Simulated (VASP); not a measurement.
Input of a VASP 6.6.1 run:

The input INCAR:

```
PREC = Accurate
ENCUT = 520
EDIFF = 1E-6
ISMEAR = -1
SIGMA = 0.1
LREAL = False
LASPH = True
NELM = 60
ALGO = Normal
ISIF = 2
LWAVE = False
LCHARG = True
GGA = PE
LELF = True
LVHAR = True
NBANDS = 17
```

KPOINTS

```
regular mesh
0
Gamma
  16 16 9
```

The input POSCAR:

```
Ni
1.0
    2.4824367571      0.0000000000      0.0000000000
   -1.2412183786      2.1498532949      0.0000000000
    0.0000000000      0.0000000000      4.0826416205
Ni
2
Direct
    0.3333333333      0.6666666667      0.2500000000
    0.6666666667      0.3333333333      0.7500000000
```

Potentials or basis: VASP PAW PBE potentials, release 64 (Ni).

Command:

```sh
$ cat potpaw_PBE.64/Ni/POTCAR > POTCAR
$ mpirun -np 1 vasp_std > vasp.out
```

Q: Estimate the band gap on the k mesh.

A: Zero (band 10 reaches 9.30 eV, above the bottom of band 11 at 8.81 eV).

Q: Estimate the pressure.

A: 0.0 GPa.

Stress tensor (GPa, compression positive):
```
 0.07  0.00  0.00
 0.00  0.07  0.00
 0.00  0.00 -0.06
```

Caveat: the run has no spin polarisation, though such a crystal can be magnetic. Spin polarisation is off, so any magnetic state and its effect on volume and gap are missing.
